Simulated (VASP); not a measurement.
Set up this calculation in VASP 6.6.1, as the native input.

```
Task                   : relaxation of cell and atoms
Functional             : r2SCAN
Dispersion             : D3(BJ)
Potentials or basis    : VASP PAW PBE potentials, release 64 (K_sv)
Cutoff                 : 600 eV
k mesh                 : 7 × 7 × 7
Occupations            : fermi-dirac, width 0.05 eV
Spin                   : no spin polarisation
Dipole correction      : no
Further INCAR settings : ALGO = Normal; EDIFF = 1e-06; IBRION = 2; EDIFFG = -0.01; NSW = 60; ISIF = 3
```

K:

```xyz
1
Lattice="0.0000 3.3919 3.3919 3.3919 0.0000 3.3919 3.3919 3.3919 0.0000" Properties=species:S:1:pos:R:3 pbc="T T T"
K     0.0000    0.0000    0.0000
```

This isn't the form of K at room conditions, which is bcc.

The input as run:

POSCAR

```
K
1.0
    0.0000000000      3.3918728180      3.3918728180
    3.3918728180      0.0000000000      3.3918728180
    3.3918728180      3.3918728180      0.0000000000
K
1
Direct
    0.0000000000      0.0000000000      0.0000000000
```

INCAR.step1

```
PREC = Accurate
ENCUT = 600
ISMEAR = -1
SIGMA = 0.05
LREAL = False
LASPH = True
NELM = 100
GGA = PE
ALGO = Normal
EDIFF = 1E-4
LWAVE = True
LCHARG = False
```

INCAR.step2

```
PREC = Accurate
ENCUT = 600
EDIFF = 1E-6
ISMEAR = -1
SIGMA = 0.05
LREAL = False
LASPH = True
NELM = 100
ALGO = Normal
ISIF = 3
LWAVE = False
LCHARG = False
METAGGA = R2SCAN
LMIXTAU = True
IVDW = 12
VDW_S6 = 1.0
VDW_S8 = 0.78981345
VDW_A1 = 0.49484001
VDW_A2 = 5.73083694
IBRION = 2
NSW = 60
EDIFFG = -0.01
ISTART = 1
```

KPOINTS

```
Automatic mesh
0
Gamma
  7 7 7
```

Potentials or basis: VASP PAW PBE potentials, release 64 (K_sv).

The run is started by

```console
$ cat potpaw_PBE.64/K_sv/POTCAR > POTCAR
$ cp INCAR.step1 INCAR
$ mpirun -np 1 vasp_std > vasp.out
$ cp INCAR.step2 INCAR
$ mpirun -np 1 vasp_std > vasp.out
```

It gave:

| Quantity | Value |
| --- | --- |
| Relaxed volume | 74.39 Å³/atom |
| Relaxed cell | a = 4.721 Å, b = 4.721 Å, c = 4.721 Å, α = 60.00°, β = 60.00°, γ = 60.00° |
| Space group after relaxing (to 0.1 Å) | Fm-3m (No. 225) |
| Energy gained by relaxing | 2.0 meV/atom |
| Ionic steps | 3 |
| Pressure after relaxing | 0.0 GPa |
| Band gap on the k mesh | zero (an odd number of electrons rules out a gap without spin polarisation) |
| Dispersion energy per atom | -0.052 eV |

Caveat: the PAW data sets were made with another functional, which shifts forces and pressure a little.

It took 99 s on 1 thread of Intel(R) Xeon(R) 6975P-C (Granite Rapids), with other jobs on the host, peak memory 0.26 GiB.
